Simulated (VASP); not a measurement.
## C: single point with PBE+D3(BJ)

Crystal: C.

```
CELL_PARAMETERS angstrom
-2.46466 0.00000 0.00000
0.00000 0.00000 -3.57197
0.00000 -4.26892 0.00000
ATOMIC_POSITIONS crystal
C 0.50000 0.00000 0.15542
C 0.00000 0.00000 0.64980
C 0.00000 0.00000 0.34458
C 0.50000 0.00000 0.85020
```

This cell differs from its parent crystal: atoms displaced along a vibrational mode.

```
Program                : VASP 6.6.1
Task                   : single point
Functional             : PBE
Dispersion             : D3(BJ)
Potentials or basis    : VASP PAW PBE potentials, release 64 (C)
Cutoff                 : 520 eV
k mesh                 : 18 × 12 × 10
Occupations            : gaussian, width 0.15 eV
Spin                   : no spin polarisation
Dipole correction      : no
Further INCAR settings : ALGO = Normal; EDIFF = 1e-06; NBANDS = 16
```

```
Pressure                   : 7.5 GPa
Largest force              : 8.236 eV/Å
Band gap on the k mesh     : zero (bands 8 and 9 overlap by 0.61 eV)
Dispersion energy per atom : -0.145 eV
```

Forces in eV/Å, atoms in the order of the input:
```
C    0.000 -6.549  0.000
C    0.000 -8.236  0.000
C    0.000  6.549  0.000
C    0.000  8.236  0.000
```

Stress tensor (GPa, compression positive):
```
-2.98  0.00  0.00
 0.00 25.75  0.00
 0.00  0.00 -0.40
```

Levels at points of the mesh, in eV from the Fermi level:
| k point | band 6 | band 7 | band 8 | band 9 | band 10 | band 11 |
| --- | --- | --- | --- | --- | --- | --- |
| (0.00, 0.00, 0.00) | -4.44 | -0.91 | -0.63 | 1.11 | 4.09 | 6.25 |
| (0.50, 0.00, 0.00) | -9.40 | -2.35 | -2.35 | 4.32 | 4.32 | 9.04 |
| (0.00, 0.50, 0.00) | -4.42 | -1.73 | -0.89 | 0.02 | 6.30 | 8.15 |
| (0.50, 0.50, 0.00) | -9.31 | -3.39 | -3.39 | 3.44 | 3.44 | 10.10 |
| (0.00, 0.00, 0.50) | -4.80 | -4.11 | -3.57 | 5.88 | 5.95 | 7.33 |
| (0.50, 0.00, 0.50) | -6.38 | -2.12 | -2.12 | 3.42 | 3.42 | 6.81 |
| (0.00, 0.50, 0.50) | -6.15 | -4.08 | -3.53 | 6.70 | 6.96 | 8.98 |
| (0.50, 0.50, 0.50) | -6.35 | -3.05 | -3.05 | 2.00 | 2.00 | 7.03 |

It took 110 s on 1 thread of Intel(R) Xeon(R) Platinum 8488C (Sapphire Rapids), with other jobs on the host, peak memory 0.29 GiB.

Caveat: the cell differs from its parent crystal (atoms displaced along a vibrational mode); the cell stands under pressure; forces of over 1 eV/Å act on the atoms, so gaps and moduli don't describe the material at rest.
